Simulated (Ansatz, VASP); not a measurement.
**Two plane-wave programs on YSb**

Contents of INCAR:

```
ALGO     = Normal         # electronic algorithm
EDIFF    = 1E-6           # SCF threshold, eV
ENCUT    = 520            # plane-wave cutoff, eV
ISIF     = 2              # what is computed and relaxed
ISMEAR   = -1             # smearing method
LASPH    = T              # aspherical terms in the spheres
LCHARG   = T              # write CHGCAR
LELF     = T              # ELF
LREAL    = F              # projectors in reciprocal space
LVHAR    = T            
LWAVE    = F              # write WAVECAR
NBANDS   = 15             # bands
NELM     = 60             # most SCF steps
PREC     = Accurate       # precision mode
SIGMA    = 0.1            # smearing width, eV
```

File KPOINTS:

```
k-points
0
Gamma
  12 12 12
```

File POSCAR:

```
YSb
1.0
    0.0000000000      2.5020584392      2.5020584392
    2.5020584392      0.0000000000      2.5020584392
    2.5020584392      2.5020584392      0.0000000000
Y Sb
1 1
Direct
    0.0000000000      0.0000000000      0.0000000000
    0.2500000000      0.2500000000      0.2500000000
```

Input for Ansatz:

```yaml
crystal:
  lattice:
    - [0.0, 2.5020584392, 2.5020584392]
    - [2.5020584392, 0.0, 2.5020584392]
    - [2.5020584392, 2.5020584392, 0.0]
  atoms:
    - { symbol: "Y", position: [0.0, 0.0, 0.0] }
    - { symbol: Sb, position: [0.25, 0.25, 0.25] }
kpoints:
  mp_grid: { grid: [12, 12, 12] }
  band_path:
    path:
      - [0.0, 0.0, 0.0]
      - [-0.5, -0.5, 0.0]
      - [-0.375, -0.375, 0.25]
      - [-0.375, 0.0, 0.375]
      - [0.0, 0.0, 0.0]
      - [0.0, 0.0, 0.5]
      - [-0.5, -0.25, 0.25]
      - [-0.5, -0.5, 0.0]
    npoints: 8
scf:
  occupations: { method: fermi_dirac, width: 0.1 }
hamiltonian:
  xc: lda
  pseudopotentials: { kind: paw }
output:
  forces: true
  stress: true
  eigenvalues: true
  populations: true
  dos: { projected: true, de: 0.2, e_range: [-14, 8] }
```

Change from the starting cell: volume scaled by 0.4, PAW files.

Alike in both runs: task single point; functional LDA; k mesh 12 × 12 × 12; occupations fermi-dirac, width 0.1 eV; no spin polarisation.

|  | VASP | Ansatz |
| --- | --- | --- |
| version | VASP 6.6.1 | Ansatz 0.2.0 |
| potentials or method | VASP PAW LDA potentials, release 64 (Y_sv, Sb) | PAW with Ansatz's default frozen-core files, scalar-relativistic |
| plane-wave cutoff (eV) | 520 | 420 |
| valence electrons in the cell | 16 | 26 |

|  | VASP | Ansatz | Ansatz less VASP |
| --- | --- | --- | --- |
| pressure (GPa) | 208.6 | 206.8 | -1.84 |

LDA's correlation is that of Perdew and Zunger in VASP and of Perdew and Wang (1992) in Ansatz. Both programs put the cell under a high pressure, so it lies far from rest at this level. VASP's potentials hold 16 valence electrons a cell and Ansatz's 26, so a difference there can come from the potentials and not from the codes.

Spin-orbit coupling is off throughout. Noted on VASP's run: the cell as given lies far from equilibrium.
